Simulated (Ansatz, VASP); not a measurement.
**ZrB2 in VASP and in Ansatz**

```
Zr B
1.0
     3.15484    0.00000    0.00000
    -1.57742    2.73217    0.00000
     0.00000    0.00000    3.68210
Zr B
1 2
Direct
  0.00000 0.00000 0.00000
  0.33333 0.66667 0.50000
  0.66667 0.33333 0.50000
```

Alike in both runs: task single point; functional PBEsol; k mesh 15 × 15 × 12; occupations gaussian, width 0.15 eV; no spin polarisation.

|  | VASP | Ansatz |
| --- | --- | --- |
| version | VASP 6.6.1 | Ansatz 0.2.0 |
| potentials or method | VASP PAW PBE potentials, release 64 (Zr_sv, B), cutoff 520 eV | scalar-relativistic, plane waves, PAW |
| valence electrons in the cell | 18 | 18 |

Ansatz gave:

- gap on the k mesh at the Fermi level (eV): none
- pressure (GPa): -10.2
- traceless stress, the component that is largest in VASP (GPa): -9.73

Question: Which values does VASP return?

Answer: gap on the k mesh at the Fermi level (eV): none; pressure (GPa): -9.9; traceless stress, the component that is largest in VASP (GPa): -9.75.

VASP's potentials were made for PBE, not for PBEsol. A gap of «none» marks a metal or a gap that the smearing closes.
